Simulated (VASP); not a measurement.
Runs of VASP 6.6.1 on Nb. The structure is that of space group Fm-3m (No. 225), or close to it. The cells are those of the table. 

```csv
cell,gap on the mesh (eV),pressure (GPa)
"a = 2.951 Å, angles 60.0°, 1 atom",none,(b)
"a = 2.991 Å, angles 60.0°, 1 atom",none,-0.8
"a = 2.909 Å, angles 60.0°, 1 atom",none,14.7
"a = 3.069 Å, angles 60.0°, 1 atom",none,-11.7
"a = 3.030 Å, angles 60.0°, 1 atom",none,(a)
```

Alike in all rows: task single point; level PBE; potentials or basis VASP PAW PBE potentials, release 64 (Nb_sv); no spin polarisation; k mesh 9 × 9 × 9; cutoff (eV) 520; smearing fermi-dirac 0.1 eV.

Fill in the values left out.

(a) -6.8; (b) 6.3.

A k mesh can miss the band edges, and the runs leave out spin-orbit coupling on Nb.

A gap of «none» marks levels without a gap at the run's occupations.
